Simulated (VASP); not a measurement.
# CoO: single point with LDA+U

CoO:

```
CELL_PARAMETERS angstrom
0.00000 2.13150 2.13150
2.13150 0.00000 2.13150
2.13150 2.13150 0.00000
ATOMIC_POSITIONS crystal
Co 0.00000 0.00000 0.00000
O 0.50000 0.50000 0.50000
```

| Item | Value |
| --- | --- |
| Program | VASP 6.6.1 |
| Task | single point |
| Functional | LDA |
| Potentials or basis | VASP PAW LDA potentials, release 64 (Co, O) |
| Cutoff | 520 eV |
| k mesh | 8 × 8 × 8 |
| Occupations | methfessel-paxton, width 0.15 eV |
| Spin | collinear spin, ferromagnetic start |
| Starting moments | [3.2, 0.0] μB |
| Hubbard terms | Co d U = 5.0 eV |
| Dipole correction | no |
| Further INCAR settings | ALGO = Normal; EDIFF = 1e-06; NBANDS = 18 |

The pressure is -19.7 GPa. The band gap on the k mesh is zero (filled and empty bands overlap). The net moment is 3.00 μB per cell. The site moments are Co +2.75; O +0.25 μB. The valence electrons inside the program's atomic spheres are Co 7.84; O 4.96.

Levels at points of the mesh, in eV from the Fermi level:
Spin up:
| k point | band 7 | band 8 | band 9 | band 10 | band 11 | band 12 |
| --- | --- | --- | --- | --- | --- | --- |
| (0.00, 0.00, 0.00) | -2.18 | -2.18 | -2.18 | 1.81 | 17.22 | 17.22 |
| (0.50, 0.00, 0.00) | -2.96 | -0.19 | -0.19 | 5.74 | 9.96 | 13.95 |
| (0.50, 0.50, 0.00) | -3.77 | -3.43 | -3.43 | 6.42 | 10.54 | 11.04 |
Spin down:
```csv
k point,band 2,band 3,band 4,band 5,band 6,band 7,band 8,band 9,band 10,band 11
"(0.00, 0.00, 0.00)",-1.70,-1.70,-1.70,-1.16,-1.16,-1.16,2.10,2.10,2.33,17.51
"(0.50, 0.00, 0.00)",-6.89,-3.48,-3.48,-0.10,-0.10,0.21,4.46,4.46,6.09,10.72
"(0.50, 0.50, 0.00)",-5.56,-2.97,-2.97,-2.21,0.03,0.03,2.60,3.02,7.26,10.98
```

Eigenvalues of the final occupation matrices:
```tsv
site	spin	trace	eigenvalues
site 1 d	1	4.96	0.97 0.97 0.97 1.02 1.02
site 1 d	2	2.24	0.13 0.13 0.66 0.66 0.66
```

It took 9.7 s on 1 thread of Intel(R) Xeon(R) 6975P-C (Granite Rapids), with other jobs on the host, peak memory 0.14 GiB.

Caveat: a cell with one magnetic atom can't hold antiferromagnetic order, which such compounds often take. The state reached can hang on the start; a lower one may exist.
